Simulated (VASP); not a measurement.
# Mo (Im-3m) in VASP: settings compared

The runs below take Mo through single point, with PBE, LDA, PBEsol.

Program: VASP 6.6.1. These are calculated values, not measurements. Logs are shortened: lines on timing, memory, paths and dates and some standing lists are left out, and cuts for length are marked.

## 1. The cell of the first run

Symmetry: Im-3m, No. 229, cubic system. The conventional cell has a = 3.168 Å, b = 3.168 Å, c = 3.168 Å, α = 90.00°, β = 90.00°, γ = 90.00°. Within 3.6 Å of Mo (site symmetry m-3m) lie 14 Mo at 2.74 to 3.17 Å.

## 2. Single point, PBE

INCAR

```
ALGO = Fast
EDIFF = 1E-6
ENCUT = 520
GGA = PE
ISIF = 2
ISMEAR = -1
LASPH = T
LCHARG = T
LELF = T
LREAL = F
LVHAR = T
LWAVE = F
NBANDS = 13
NELM = 100
PREC = Accurate
SIGMA = 0.02
```

KPOINTS

```
k-points
0
Gamma
  5 5 5
```

POSCAR

```
Mo
1.0
   -1.5838089719      1.5838089719      1.5838089719
    1.5838089719     -1.5838089719      1.5838089719
    1.5838089719      1.5838089719     -1.5838089719
Mo
1
Direct
    0.0000000000      0.0000000000      0.0000000000
```

Potentials or basis: VASP PAW PBE potentials, release 64 (Mo_sv).

Command:

```console
> cat potpaw_PBE.64/Mo_sv/POTCAR > POTCAR
> mpirun -np 1 vasp_std > vasp.out
```

OUTCAR:

```text
EDIFF = 1E-6
   ENCUT = 520
   GGA = PE
   ISIF = 2
   ISMEAR = -1
   LASPH = T
   LREAL = F
   NELM = 100
   PREC = Accurate

 ion  position               nearest neighbor table
   1  0.000  0.000  0.000-

  LATTYP: Found a body centered cubic cell.
 ALAT       =     3.1676179438

  Lattice vectors:

 A1 = (  -1.5838089719,   1.5838089719,   1.5838089719)
 A2 = (   1.5838089719,  -1.5838089719,   1.5838089719)
 A3 = (   1.5838089719,   1.5838089719,  -1.5838089719)

Analysis of symmetry for initial positions (statically):
=====================================================================
 Subroutine PRICEL returns:
 Original cell was already a primitive cell.

 Routine SETGRP: Setting up the symmetry group for a
 body centered cubic supercell.

 Subroutine GETGRP returns: Found 48 space group operations
 (whereof 48 operations were pure point group operations)
 out of a pool of 48 trial point group operations.

The static configuration has the point symmetry O_h .

Analysis of symmetry for dynamics (positions and initial velocities):
=====================================================================
 Subroutine PRICEL returns:
 Original cell was already a primitive cell.

 Routine SETGRP: Setting up the symmetry group for a
 body centered cubic supercell.

 Subroutine GETGRP returns: Found 48 space group operations
 (whereof 48 operations were pure point group operations)
 out of a pool of 48 trial point group operations.

The dynamic configuration has the point symmetry O_h .

 Subroutine INISYM returns: Found 48 space group operations
 (whereof 48 operations are pure point group operations),
 and found     1 'primitive' translations

----------------------------------------------------------------------------------------

                                     Primitive cell

  volume of cell :      15.8916

  direct lattice vectors                    reciprocal lattice vectors
    -1.583808972  1.583808972  1.583808972     0.000000000  0.315694638  0.315694638
     1.583808972 -1.583808972  1.583808972     0.315694638  0.000000000  0.315694638
     1.583808972  1.583808972 -1.583808972     0.315694638  0.315694638  0.000000000

  length of vectors
     2.743237609  2.743237609  2.743237609     0.446459639  0.446459639  0.446459639

  position of ions in fractional coordinates (direct lattice)
     0.000000000  0.000000000  0.000000000

  ion indices of the primitive-cell ions
   primitive index   ion index
                 1           1

----------------------------------------------------------------------------------------

 KPOINTS: k-points

Automatic generation of k-mesh.
 Grid dimensions read from file:
 generate k-points for:    5    5    5

 Generating k-lattice:

  Cartesian coordinates                     Fractional coordinates (reciprocal lattice)
     0.000000000  0.063138928  0.063138928     0.200000000  0.000000000  0.000000000
     0.063138928  0.000000000  0.063138928     0.000000000  0.200000000  0.000000000
     0.063138928  0.063138928  0.000000000     0.000000000  0.000000000  0.200000000

  Length of vectors
     0.089291928  0.089291928  0.089291928

  Shift w.r.t. Gamma in fractional coordinates (k-lattice)
     0.000000000  0.000000000  0.000000000

 Subroutine IBZKPT returns following result:
 ===========================================

 Found     10 irreducible k-points:

 Following reciprocal coordinates:
            Coordinates               Weight
  0.000000  0.000000  0.000000      1.000000
  0.200000  0.000000  0.000000     12.000000
  0.400000  0.000000  0.000000     12.000000
  0.200000  0.200000  0.000000     24.000000
  0.400000  0.200000  0.000000     24.000000
  0.200000  0.200000  0.200000      8.000000
 -0.200000  0.200000  0.200000      6.000000
 -0.400000  0.400000  0.200000     24.000000
 -0.400000 -0.400000  0.200000      8.000000
 -0.400000  0.400000  0.400000      6.000000
   k-points           NKPTS =     10   k-points in BZ     NKDIM =     10   number of bands    NBANDS=     13
   number of dos      NEDOS =    301   number of ions     NIONS =      1
   total plane-waves  NPLWV =   8000
   dimension x,y,z NGX =    20 NGY =   20 NGZ =   20
   dimension x,y,z NGXF=    40 NGYF=   40 NGZF=   40
   ions per type =               1
   NGX,Y,Z   is equivalent  to a cutoff of  12.12, 12.12, 12.12 a.u.
   NGXF,Y,Z  is equivalent  to a cutoff of  24.24, 24.24, 24.24 a.u.
 SYSTEM =  unknown system
   PREC   = accura    normal or accurate (medium, high low for compatibility)
   ISTART =      0    job   : 0-new  1-cont  2-samecut
   ICHARG =      2    charge: 1-file 2-atom 10-const
   ISPIN  =      1    spin polarized calculation?
   LNONCOLLINEAR =      F non collinear calculations
   LSORBIT =      F    spin-orbit coupling
   LASPH  =      T    aspherical Exc in radial PAW
   ENCUT  =  520.0 eV  38.22 Ry    6.18 a.u.   5.10  5.10  5.10*2*pi/ulx,y,z
   NELM   =    100;   NELMIN=  2; NELMDL= -5     # of ELM steps
   EDIFF  = 0.1E-05   stopping-criterion for ELM
   LREAL  =      F    real-space projection
   EDIFFG = 0.1E-04   stopping-criterion for IOM
   NSW    =      0    number of steps for IOM
   IBRION =     -1    ionic relax: 0-MD 1-quasi-New 2-CG
   NFREE  =      0    steps in history (QN), initial steepest desc. (CG)
   ISIF   =      2    stress and relaxation
   ISYM   =      2    0-nonsym 1-usesym 2-fastsym
   POTIM  = 0.5000    time-step for ionic-motion
   TEBEG  =    0.0;   TEEND  =   0.0 temperature during run
   PSTRESS=    0.0 pullay stress
   NELECT =      14.0000    total number of electrons
   NUPDOWN=      -1.0000    fix difference up-down
   EMIN   =  10.00;   EMAX   =-10.00  energy-range for DOS
   EFERMI =   0.00;   METHOD = LEGACY
   ISMEAR =    -1;   SIGMA  =   0.02  broadening in eV -4-tet -1-fermi 0-gaus
   EFERMI_NEDOS =   21; number of points for ismear=-14 and -15
   IALGO  =     68    algorithm
   IMIX   =      4    mixing-type and parameters
     AMIX     =   0.40;   BMIX     =  1.00
     AMIX_MAG =   1.60;   BMIX_MAG =  1.00
  volume/ion in A,a.u.               =      15.89       107.24
  Fermi-wavevector in a.u.,A,eV,Ry     =   1.569380  2.965698 33.510508  2.462953
  Thomas-Fermi vector in A             =   2.671271
   LORBIT       =      0    0 simple, 1 ext, 2 COOP (PROOUT), +10 PAW based schemes
   GGA     = PE    functional components
   LHFCALC =     F    Hartree Fock is set to
   AEXX    =    0.0000 exact exchange contribution
   IVDW    =     0    specifies the selected vdW correction
   LEPSILON=     F    determine dielectric tensor
   LRPA    =     F    only Hartree local field effects (RPA)
 non-spin polarized calculation
 RMM-DIIS sequential band-by-band and
  energy-cutoff  :      520.00
  volume of cell :       15.89
 maximum number of plane-waves:       442
   NGX = 11   NGY = 11   NGZ = 11

 number of electron      14.0000005 magnetization

 Free energy of the ion-electron system (eV)
  ---------------------------------------------------
  ext. energy  EPLUGINS =         0.00000000
  ---------------------------------------------------
  free energy    TOTEN  =       -10.95958842 eV

  energy without entropy =      -10.95450749  energy(sigma->0) =      -10.95704796

 E-fermi :  12.5637     XC(G=0): -13.2831

 val. band max:       12.5033190886   @ k =  -0.2000   0.2000   0.2000
 cond. band min:      12.5945220462   @ k =  -0.4000   0.4000   0.2000
 fundamental gap:      0.0912029576
 Fermi energy:        12.5636865084

 k-point     1 :       0.0000    0.0000    0.0000
  band No.  band energies     occupation
      1     -48.8573      2.00000
      2     -22.1662      2.00000
      3     -22.1662      2.00000
      4     -22.1662      2.00000
      5       5.1503      2.00000
      6      11.0496      2.00000
      7      11.0496      2.00000
      8      11.0496      2.00000
      9      14.0114      0.00000
     10      14.0114      0.00000
     11      27.1312      0.00000
     12      27.1312      0.00000
     13      27.1312      0.00000

 k-point     2 :       0.2000    0.0000    0.0000
  band No.  band energies     occupation
      1     -48.7725      2.00000
      2     -22.6483      2.00000
      3     -22.3170      2.00000
      4     -22.1698      2.00000
      5       6.6206      2.00000
      6      10.2516      2.00000
      7      10.7959      2.00000
      8      12.6106      0.17455
      9      13.4203      0.00000
     10      14.0912      0.00000
     11      27.5506      0.00000
     12      28.7869      0.00000
     13      29.8504      0.00000

 k-point     3 :       0.4000    0.0000    0.0000
  band No.  band energies     occupation
      1     -48.6327      2.00000
      2     -23.3815      2.00000
      3     -22.5531      2.00000
      4     -22.1758      2.00000
      5       7.2699      2.00000
      6       9.2052      2.00000
      7      12.7412      0.00028
      8      14.0590      0.00000
      9      14.5275      0.00000
     10      16.1417      0.00000
     11      24.8444      0.00000
     12      24.9552      0.00000
     13      30.9260      0.00000
[... 81 lines left out ...]
 k-point     9 :      -0.4000   -0.4000    0.2000
  band No.  band energies     occupation
      1     -48.5144      2.00000
      2     -23.1311      2.00000
      3     -23.1311      2.00000
      4     -22.5751      2.00000
      5       8.6329      2.00000
      6       8.6329      2.00000
      7      10.7091      2.00000
      8      14.9156      0.00000
      9      14.9156      0.00000
     10      22.6500      0.00000
     11      22.7783      0.00000
     12      22.7783      0.00000
     13      31.6851      0.00000

 k-point    10 :      -0.4000    0.4000    0.4000
  band No.  band energies     occupation
      1     -48.4680      2.00000
      2     -23.0866      2.00000
      3     -22.9975      2.00000
      4     -22.9975      2.00000
      5       7.4969      2.00000
      6       7.7274      2.00000
      7      14.5411      0.00000
      8      14.5411      0.00000
      9      15.5957      0.00000
     10      19.3040      0.00000
     11      23.9733      0.00000
     12      23.9733      0.00000
     13      30.6403      0.00000

------------------------ aborting loop because EDIFF is reached ----------------------------------------

  FORCE on cell =-STRESS in cart. coord.  units (eV):
  Direction    XX          YY          ZZ          XY          YZ          ZX
  --------------------------------------------------------------------------------------
  -------------------------------------------------------------------------------------
  Total       -0.3576772     -0.3576772     -0.3576772      0.0000000      0.0000000     -0.0000000
  in kB      -36.0606371    -36.0606371    -36.0606371      0.0000000      0.0000000     -0.0000000
  external PRESSURE =     -36.0606371 kB  Pullay stress =       0.0000000 kB

 VOLUME and BASIS-vectors are now :
 -----------------------------------------------------------------------------
  energy-cutoff  :      520.00
  volume of cell :       15.89
      direct lattice vectors                 reciprocal lattice vectors
    -1.583808972  1.583808972  1.583808972     0.000000000  0.315694638  0.315694638
     1.583808972 -1.583808972  1.583808972     0.315694638  0.000000000  0.315694638
     1.583808972  1.583808972 -1.583808972     0.315694638  0.315694638  0.000000000

 POSITION                                       TOTAL-FORCE (eV/Angst)
 -----------------------------------------------------------------------------------
      0.00000      0.00000      0.00000        -0.000000      0.000000     -0.000000
 -----------------------------------------------------------------------------------
    total drift:                                0.000000     -0.000000      0.000000

  FREE ENERGIE OF THE ION-ELECTRON SYSTEM (eV)
  ---------------------------------------------------
  free  energy   TOTEN  =       -10.9595884241 eV

  energy  without entropy=      -10.9545074860  energy(sigma->0) =      -10.95704796
```

It took 2.2 s on 1 thread of Intel Xeon 6975P-C (Granite Rapids), shared host; peak memory 0.11 GiB.

Results:

* Free energy: -10.9596 eV
* Pressure: -3.6 GPa
* Band gap on the k mesh: zero (band 7 reaches 14.54 eV, above the bottom of band 8 at 11.05 eV)

Caveat: the k points lie up to 0.56 Å⁻¹ apart.

## 3. Single point, LDA

This run uses another cell than the first one, of 15.06 Å³/atom, 0.948 times its volume.

INCAR

```
SYSTEM = Mo
PREC = Accurate
ENCUT = 520
EDIFF = 1E-6
ISMEAR = -1
SIGMA = 0.05
LREAL = .False.
LASPH = .True.
NELM = 100
ALGO = Normal
ISIF = 2
LWAVE = .False.
LCHARG = .True.
LELF = .True.
LVHAR = .True.
NBANDS = 13
```

KPOINTS

```
regular mesh
0
Gamma
  12 12 12
  0 0 0
```

POSCAR

```
Mo
1.0
   -1.5557884942      1.5557884942      1.5557884942
    1.5557884942     -1.5557884942      1.5557884942
    1.5557884942      1.5557884942     -1.5557884942
Mo
1
Direct
    0.0000000000      0.0000000000      0.0000000000
```

Potentials or basis: VASP PAW LDA potentials, release 64 (Mo_sv).

Command:

```console
> cat potpaw_LDA.64/Mo_sv/POTCAR > POTCAR
> mpirun -np 1 vasp_std > vasp.out
```

Wall time 4.8 s (1 thread of Intel Xeon 6975P-C (Granite Rapids), shared host); peak memory 0.12 GiB.

Results (log left out):

| Property | Result |
| --- | --- |
| Free energy | -12.1467 eV |
| Pressure | 1.1 GPa |
| Band gap on the k mesh | zero (band 7 reaches 17.30 eV, above the bottom of band 8 at 11.63 eV) |

Levels at points of the mesh, in eV from the Fermi level:
```tsv
k point	band 5	band 6	band 7	band 8	band 9	band 10
(0.00, 0.00, 0.00)	-7.29	-1.39	-1.39	-1.39	1.75	1.75
(0.50, 0.00, 0.00)	-5.51	-3.54	1.81	1.89	2.46	5.10
(0.50, 0.50, 0.50)	-5.70	-5.70	4.28	4.28	4.28	9.40
```

(Part 1 of 3 ends here.)
